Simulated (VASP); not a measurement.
A run of VASP 6.6.1 is set up as follows.

Contents of INCAR:

```
PREC = Accurate
ENCUT = 520
EDIFF = 1E-6
ISMEAR = -1
SIGMA = 0.1
LREAL = False
LASPH = True
NELM = 150
ALGO = Normal
ISIF = 2
LWAVE = False
LCHARG = True
ISPIN = 2
MAGMOM = 3 -3 0 0
LORBIT = 11
LMAXMIX = 4
LELF = True
LVHAR = True
NBANDS = 31
```

The input KPOINTS:

```
Automatic mesh
0
Gamma
  11 11 4
```

File POSCAR:

```
FeCu
1.0
    1.4382720000     -1.9879340000      0.0000000000
    1.4382720000      1.9879340000      0.0000000000
    0.0000000000      0.0000000000      8.2762700000
Fe Cu
2 2
Direct
    0.0000000000      0.0000000000      0.0000000000
    0.0000000000      0.0000000000      0.5000000000
    0.5000000000      0.5000000000      0.2500000000
    0.5000000000      0.5000000000      0.7500000000
```

Potentials or basis: VASP PAW LDA potentials, release 64 (Fe, Cu).

Run with:

```sh
$ cat potpaw_LDA.64/Fe/POTCAR potpaw_LDA.64/Cu/POTCAR > POTCAR
$ mpirun -np 1 vasp_std > vasp.out
```

(1) What does it give for the band gap on the k mesh?

(2) What does it give for the pressure?

Answers

(1) zero (filled and empty bands overlap).

(2) -14.8 GPa.

Caveat: the cell stands under tension; the antiferromagnetic order is the one typed at the start, and another may lie lower.
